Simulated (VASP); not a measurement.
A run of VASP 6.6.1 is set up as follows.

The input INCAR:

```
PREC = Accurate
ENCUT = 520
EDIFF = 1E-6
ISMEAR = -1
SIGMA = 0.05
LREAL = Auto
LASPH = True
NELM = 80
ALGO = Normal
ISIF = 2
LWAVE = False
LCHARG = False
GGA = PE
IVDW = 12
NBANDS = 56
```

Contents of KPOINTS:

```
Automatic mesh
0
Gamma
  1 1 1
```

The input POSCAR:

```
H19NO8
1.0
    6.0659390000      0.0000000000      0.0000000000
    0.0000000000      6.0659390000      0.0000000000
    0.0000000000      0.0000000000      6.0659390000
O H N
8 19 1
Direct
    0.3349028073      0.2943649780      0.4667702725
    0.7494800063      0.5525607824      0.2453536048
    0.8311656283      0.2281262637      0.8637739351
    0.9497952419      0.8022500721      0.7155034035
    1.1242777087      0.5564348735      0.0253546895
   -0.0225686411      0.0636834627      0.3245993737
    0.5488350608      0.6616288097      0.7208776745
    0.5528080648      0.9516910737      0.4044221348
    0.4069938718      0.1464571272      0.4485702873
    0.3769243311      0.3704785030      0.3249620545
    0.6403295516      0.5807509769      0.1326917399
    0.8209775931      0.4048342722      0.2335335057
    0.7481117103      0.1997712143      0.7318899844
    0.9101146583      0.0894338041      0.8835400422
    1.0317940883      0.7082497862      0.8304732375
    1.0617976871      0.8073440897      0.5855977121
    0.9965151315      0.5988685346      0.1186296137
    1.0630176136      0.4279304490     -0.0544351006
    0.1022595183      0.1225531612      0.4164565453
    0.0498191624     -0.0165514358      0.2104702998
    0.4773374740      0.5175620790      0.6806695550
    0.7062550415      0.6545400473      0.7247847365
    0.7111677186      0.9780184074      0.4093842685
    0.5107041136      0.8382873616      0.5223758432
    0.4943834747      0.0495224235      1.0259747089
    0.3366997261     -0.1237566022      0.8883702919
    0.3174281838      0.1511390075      0.8818585218
    0.3330894030      0.0228324090      0.9834421348
```

Potentials or basis: VASP PAW PBE potentials, release 64 (O, H, N).

The run is started by

```console
$ cat potpaw_PBE.64/O/POTCAR potpaw_PBE.64/H/POTCAR potpaw_PBE.64/N/POTCAR > POTCAR
$ mpirun -np 1 vasp_gam > vasp.out
```

Q: What does it give for the band gap on the k mesh?

A: 3.90 eV.

Q: Predict the pressure.

A: 1.1 GPa.

Q: Predict the largest force.

A: 3.109 eV/Å.

Stress tensor (GPa, compression positive):
```
 2.10 -1.58  0.79
-1.58  0.71 -0.43
 0.79 -0.43  0.49
```

Caveat: the k points lie up to 1.04 Å⁻¹ apart.
